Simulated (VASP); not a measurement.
# Al3Au (I4/mmm) in VASP: further runs

Al3Au is run at these levels: LDA, PBE, PBEsol, RPBE, revPBE; tasks: single point.

Everything below comes from runs of VASP 6.6.1. Logs are shortened: lines on timing, memory, paths and dates and some standing lists are left out, and cuts for length are marked.

### 1 The cell of the first run

Symmetry: I4/mmm, No. 139, tetragonal system. Conventional cell: a = 4.051 Å, b = 4.051 Å, c = 8.113 Å, α = 90.00°, β = 90.00°, γ = 90.00°. Within 3.8 Å of Au (site symmetry 4/mmm) lie 12 Al at 2.86 to 2.87 Å. Al (site symmetry 4/mmm) has 4 Au at 2.86 Å and 8 Al at 2.87 Å within 3.8 Å. Al (site symmetry -4m2) has 8 Al at 2.86 to 2.87 Å and 4 Au at 2.87 Å within 3.8 Å.

### 2 Single point, LDA

Input file INCAR:

```
SYSTEM = Al3Au
PREC = Accurate
ENCUT = 520
EDIFF = 1E-6
ISMEAR = -1
SIGMA = 0.05
LREAL = .FALSE.
LASPH = .TRUE.
NELM = 80
ALGO = Normal
ISIF = 2
LWAVE = .FALSE.
LCHARG = .FALSE.
GGA = CA
NBANDS = 18
```

Input file KPOINTS:

```
Automatic mesh
0
G
  5 5 5
  0 0 0
```

Input file POSCAR:

```
Al3Au
1.0
   -2.0253330000      2.0253330000      4.0566000000
    2.0253330000     -2.0253330000      4.0566000000
    2.0253330000      2.0253330000     -4.0566000000
Au Al
1 3
Direct
    0.0000000000      0.0000000000      0.0000000000
    0.5000000000      0.5000000000      0.0000000000
    0.2500000000      0.7500000000      0.5000000000
    0.7500000000      0.2500000000      0.5000000000
```

Potentials or basis: VASP PAW LDA potentials, release 64 (Au, Al).

Started as:

```bash
cat potpaw_LDA.64/Au/POTCAR potpaw_LDA.64/Al/POTCAR > POTCAR
mpirun -np 1 vasp_std > vasp.out
```

OUTCAR:

```text
SYSTEM = Al3Au
   PREC = Accurate
   ENCUT = 520
   EDIFF = 1E-6
   ISMEAR = -1
   LREAL = .FALSE.
   LASPH = .TRUE.
   NELM = 80
   ISIF = 2
   GGA = CA

 ion  position               nearest neighbor table
   1  0.000  0.000  0.000-   2 2.86   2 2.86   2 2.86   2 2.86   4 2.87   3 2.87   4 2.87   3 2.87
                             4 2.87   4 2.87   3 2.87   3 2.87
   2  0.500  0.500  0.000-   1 2.86   1 2.86   1 2.86   1 2.86   4 2.87   3 2.87   4 2.87   4 2.87
                             3 2.87   3 2.87   4 2.87   3 2.87
   3  0.250  0.750  0.500-   4 2.86   4 2.86   4 2.86   4 2.86   2 2.87   1 2.87   2 2.87   2 2.87
                             1 2.87   1 2.87   2 2.87   1 2.87
   4  0.750  0.250  0.500-   3 2.86   3 2.86   3 2.86   3 2.86   2 2.87   1 2.87   2 2.87   1 2.87
                             2 2.87   2 2.87   1 2.87   1 2.87

  LATTYP: Found a body centered tetragonal cell.
 ALAT       =     4.0506660000
 C/A-ratio  =     2.0029298886

  Lattice vectors:

 A1 = (  -2.0253330000,   2.0253330000,   4.0566000000)
 A2 = (   2.0253330000,  -2.0253330000,   4.0566000000)
 A3 = (   2.0253330000,   2.0253330000,  -4.0566000000)

Analysis of symmetry for initial positions (statically):
=====================================================================
 Subroutine PRICEL returns:
 Original cell was already a primitive cell.

 Routine SETGRP: Setting up the symmetry group for a
 body centered tetragonal supercell.

 Subroutine GETGRP returns: Found 16 space group operations
 (whereof 16 operations were pure point group operations)
 out of a pool of 16 trial point group operations.

The static configuration has the point symmetry D_4h.

Analysis of symmetry for dynamics (positions and initial velocities):
=====================================================================
 Subroutine PRICEL returns:
 Original cell was already a primitive cell.

 Routine SETGRP: Setting up the symmetry group for a
 body centered tetragonal supercell.

 Subroutine GETGRP returns: Found 16 space group operations
 (whereof 16 operations were pure point group operations)
 out of a pool of 16 trial point group operations.

The dynamic configuration has the point symmetry D_4h.

 Subroutine INISYM returns: Found 16 space group operations
 (whereof 16 operations are pure point group operations),
 and found     1 'primitive' translations

[... 90 lines left out ...]
   NELM   =     80;   NELMIN=  2; NELMDL= -5     # of ELM steps
   EDIFF  = 0.1E-05   stopping-criterion for ELM
   LREAL  =      F    real-space projection
   EDIFFG = 0.1E-04   stopping-criterion for IOM
   NSW    =      0    number of steps for IOM
   IBRION =     -1    ionic relax: 0-MD 1-quasi-New 2-CG
   NFREE  =      0    steps in history (QN), initial steepest desc. (CG)
   ISIF   =      2    stress and relaxation
   ISYM   =      2    0-nonsym 1-usesym 2-fastsym
   POTIM  = 0.5000    time-step for ionic-motion
   TEBEG  =    0.0;   TEEND  =   0.0 temperature during run
   PSTRESS=    0.0 pullay stress
   NELECT =      20.0000    total number of electrons
   NUPDOWN=      -1.0000    fix difference up-down
   EMIN   =  10.00;   EMAX   =-10.00  energy-range for DOS
   EFERMI =   0.00;   METHOD = LEGACY
   ISMEAR =    -1;   SIGMA  =   0.05  broadening in eV -4-tet -1-fermi 0-gaus
   EFERMI_NEDOS =   21; number of points for ismear=-14 and -15
   IALGO  =     38    algorithm
   IMIX   =      4    mixing-type and parameters
     AMIX     =   0.40;   BMIX     =  1.00
     AMIX_MAG =   1.60;   BMIX_MAG =  1.00
  volume/ion in A,a.u.               =      16.64       112.29
  Fermi-wavevector in a.u.,A,eV,Ry     =   1.096511  2.072106 16.358791  1.202337
  Thomas-Fermi vector in A             =   2.232855
   LORBIT       =      0    0 simple, 1 ext, 2 COOP (PROOUT), +10 PAW based schemes
   GGA     = CA    functional components
   LHFCALC =     F    Hartree Fock is set to
   AEXX    =    0.0000 exact exchange contribution
   IVDW    =     0    specifies the selected vdW correction
   LEPSILON=     F    determine dielectric tensor
   LRPA    =     F    only Hartree local field effects (RPA)
 non-spin polarized calculation
  energy-cutoff  :      520.00
  volume of cell :       66.56
 maximum number of plane-waves:      1816
 NGX is ok and might be reduce to    40
   NGX = 19   NGY = 19   NGZ = 19

 number of electron      19.9999999 magnetization

 Free energy of the ion-electron system (eV)
  ---------------------------------------------------
  ext. energy  EPLUGINS =         0.00000000
  ---------------------------------------------------
  free energy    TOTEN  =       -17.50082630 eV

  energy without entropy =      -17.48957858  energy(sigma->0) =      -17.49520244

 E-fermi :   8.5164     XC(G=0): -11.0167

 val. band max:        8.4395877073   @ k =  -0.2000  -0.2000   0.2000
 cond. band min:       8.5397114581   @ k =   0.2000   0.0000  -0.0000
 fundamental gap:      0.1001237508
 Fermi energy:         8.5164157305

 k-point     1 :       0.0000    0.0000    0.0000
  band No.  band energies     occupation
      1      -2.6181      2.00000
      2       2.5284      2.00000
      3       2.5859      2.00000
      4       2.7953      2.00000
      5       2.7953      2.00000
      6       3.2944      2.00000
[... 355 lines left out ...]
      5       3.1822      2.00000
      6       3.3420      2.00000
[... 10 lines left out ...]
     17      15.9030      0.00000
     18      15.9030      0.00000

------------------------ aborting loop because EDIFF is reached ----------------------------------------

  FORCE on cell =-STRESS in cart. coord.  units (eV):
  Direction    XX          YY          ZZ          XY          YZ          ZX
  --------------------------------------------------------------------------------------
  -------------------------------------------------------------------------------------
  Total       -1.9544992     -1.9544992     -2.1984586      0.0000000     -0.0000000      0.0000000
  in kB      -47.0469013    -47.0469013    -52.9192674      0.0000000     -0.0000000      0.0000000
  external PRESSURE =     -49.0043567 kB  Pullay stress =       0.0000000 kB

 VOLUME and BASIS-vectors are now :
 -----------------------------------------------------------------------------
  energy-cutoff  :      520.00
  volume of cell :       66.56
      direct lattice vectors                 reciprocal lattice vectors
    -2.025333000  2.025333000  4.056600000     0.000000000  0.246872983  0.123255929
     2.025333000 -2.025333000  4.056600000     0.246872983  0.000000000  0.123255929
     2.025333000  2.025333000 -4.056600000     0.246872983  0.246872983  0.000000000

 POSITION                                       TOTAL-FORCE (eV/Angst)
 -----------------------------------------------------------------------------------
      0.00000      0.00000      0.00000         0.000000      0.000000      0.000000
      0.00000      0.00000      4.05660         0.000000      0.000000      0.000000
      2.02533      0.00000      2.02830        -0.000000      0.000000     -0.000000
      0.00000      2.02533      2.02830         0.000000     -0.000000      0.000000
 -----------------------------------------------------------------------------------
    total drift:                               -0.000000     -0.000000      0.000000

  FREE ENERGIE OF THE ION-ELECTRON SYSTEM (eV)
  ---------------------------------------------------
  free  energy   TOTEN  =       -17.5008263040 eV

  energy  without entropy=      -17.4895785834  energy(sigma->0) =      -17.49520244
```

stdout:

```text
POSCAR found type information on POSCAR AuAl
 POSCAR found :  2 types and       4 ions
 scaLAPACK will be used
 LDA part: xc-table for (Slater(with rela. corr.)+CA(PZ))
 , standard interpolation
 POSCAR, INCAR and KPOINTS ok, starting setup
 FFT: planning ... GRIDC
 FFT: planning ... GRID_SOFT
 FFT: planning ... GRID
 WAVECAR not read
 entering main loop
```

Run time: 10 s. Hardware: 1 thread of Intel Xeon 6975P-C (Granite Rapids), shared host; peak memory 0.19 GiB.

Results:

| Quantity | Value |
| --- | --- |
| Free energy | -17.5008 eV |
| Pressure | -4.9 GPa |
| Band gap on the k mesh | zero (band 10 reaches 10.38 eV, above the bottom of band 11 at 7.05 eV) |

Stress tensor (GPa, compression positive):
```
-4.70  0.00  0.00
 0.00 -4.70  0.00
 0.00  0.00 -5.29
```

Caveat: the k points lie up to 0.44 Å⁻¹ apart; spin-orbit coupling is left out, which moves the levels of the heavy elements.

### 3 Single point, PBE

Input file INCAR:

```
SYSTEM = Al3Au
ALGO = Normal ; EDIFF = 1E-6
ENCUT = 520 ; GGA = PE
ISIF = 2 ; ISMEAR = -1
LASPH = .True. ; LCHARG = .False.
LREAL = .False. ; LWAVE = .False.
NBANDS = 18 ; NELM = 80
PREC = Accurate ; SIGMA = 0.05
```

Input file KPOINTS:

```
k-points
0
Gamma
  5 5 5
  0 0 0
```

POSCAR is that of step 2.

Potentials or basis: VASP PAW PBE potentials, release 64 (Au, Al).

Started as:

```bash
cat potpaw_PBE.64/Au/POTCAR potpaw_PBE.64/Al/POTCAR > POTCAR
mpirun -np 1 vasp_std > vasp.out
```

OUTCAR:

```text
SYSTEM = Al3Au
   EDIFF = 1E-6
   ENCUT = 520
   GGA = PE
   ISIF = 2
   ISMEAR = -1
   LASPH = .True.
   LREAL = .False.
   NELM = 80
   PREC = Accurate

 ion  position               nearest neighbor table
   1  0.000  0.000  0.000-   2 2.86   2 2.86   2 2.86   2 2.86   4 2.87   3 2.87   4 2.87   3 2.87
                             4 2.87   4 2.87   3 2.87   3 2.87
   2  0.500  0.500  0.000-   1 2.86   1 2.86   1 2.86   1 2.86   4 2.87   3 2.87   4 2.87   4 2.87
                             3 2.87   3 2.87   4 2.87   3 2.87
   3  0.250  0.750  0.500-   4 2.86   4 2.86   4 2.86   4 2.86   2 2.87   1 2.87   2 2.87   2 2.87
                             1 2.87   1 2.87   2 2.87   1 2.87
   4  0.750  0.250  0.500-   3 2.86   3 2.86   3 2.86   3 2.86   2 2.87   1 2.87   2 2.87   1 2.87
                             2 2.87   2 2.87   1 2.87   1 2.87

  LATTYP: Found a body centered tetragonal cell.
 ALAT       =     4.0506660000
 C/A-ratio  =     2.0029298886

  Lattice vectors:

 A1 = (  -2.0253330000,   2.0253330000,   4.0566000000)
 A2 = (   2.0253330000,  -2.0253330000,   4.0566000000)
[... 172 lines left out ...]

 E-fermi :   8.7199     XC(G=0): -10.8416

 val. band max:        8.6353724470   @ k =  -0.2000  -0.2000   0.2000
 cond. band min:       8.7362840729   @ k =   0.2000   0.0000  -0.0000
 fundamental gap:      0.1009116259
 Fermi energy:         8.7199409854

 k-point     1 :       0.0000    0.0000    0.0000
  band No.  band energies     occupation
      1      -2.4309      2.00000
      2       2.7577      2.00000
      3       2.8202      2.00000
      4       3.0258      2.00000
      5       3.0258      2.00000
      6       3.5294      2.00000
[... 355 lines left out ...]
      5       3.4186      2.00000
      6       3.5777      2.00000
[... 10 lines left out ...]
     17      16.1392      0.00000
     18      16.1392      0.00000

------------------------ aborting loop because EDIFF is reached ----------------------------------------

  FORCE on cell =-STRESS in cart. coord.  units (eV):
  Direction    XX          YY          ZZ          XY          YZ          ZX
  --------------------------------------------------------------------------------------
  -------------------------------------------------------------------------------------
  Total        0.1571696      0.1571696     -0.0517677      0.0000000     -0.0000000     -0.0000000
  in kB        3.7832411      3.7832411     -1.2461036      0.0000000     -0.0000000     -0.0000000
  external PRESSURE =       2.1067928 kB  Pullay stress =       0.0000000 kB

 VOLUME and BASIS-vectors are now :
 -----------------------------------------------------------------------------
  energy-cutoff  :      520.00
  volume of cell :       66.56
      direct lattice vectors                 reciprocal lattice vectors
    -2.025333000  2.025333000  4.056600000     0.000000000  0.246872983  0.123255929
     2.025333000 -2.025333000  4.056600000     0.246872983  0.000000000  0.123255929
     2.025333000  2.025333000 -4.056600000     0.246872983  0.246872983  0.000000000

 POSITION                                       TOTAL-FORCE (eV/Angst)
 -----------------------------------------------------------------------------------
      0.00000      0.00000      0.00000        -0.000000      0.000000      0.000000
      0.00000      0.00000      4.05660        -0.000000      0.000000      0.000000
      2.02533      0.00000      2.02830         0.000000     -0.000000     -0.000000
      0.00000      2.02533      2.02830        -0.000000     -0.000000     -0.000000
 -----------------------------------------------------------------------------------
    total drift:                               -0.000000     -0.000000      0.000000

  FREE ENERGIE OF THE ION-ELECTRON SYSTEM (eV)
  ---------------------------------------------------
  free  energy   TOTEN  =       -14.9181435997 eV

  energy  without entropy=      -14.9065849257  energy(sigma->0) =      -14.91236426
```

stdout:

```text
POSCAR found type information on POSCAR AuAl
 POSCAR found :  2 types and       4 ions
 scaLAPACK will be used
 LDA part: xc-table for (Slater+PW92), standard interpolation
 POSCAR, INCAR and KPOINTS ok, starting setup
 FFT: planning ... GRIDC
 FFT: planning ... GRID_SOFT
 FFT: planning ... GRID
 WAVECAR not read
 entering main loop
```

It took 11 s on 1 thread of Intel Xeon 6975P-C (Granite Rapids), shared host; peak memory 0.23 GiB.

Results:

| Property | Result |
| --- | --- |
| Free energy | -14.9181 eV |
| Pressure | 0.2 GPa |
| Band gap on the k mesh | zero (band 10 reaches 10.58 eV, above the bottom of band 11 at 7.28 eV) |

Caveat: the k points lie up to 0.44 Å⁻¹ apart; spin-orbit coupling is left out, which moves the levels of the heavy elements.

(Continued in part 2 of 3.)
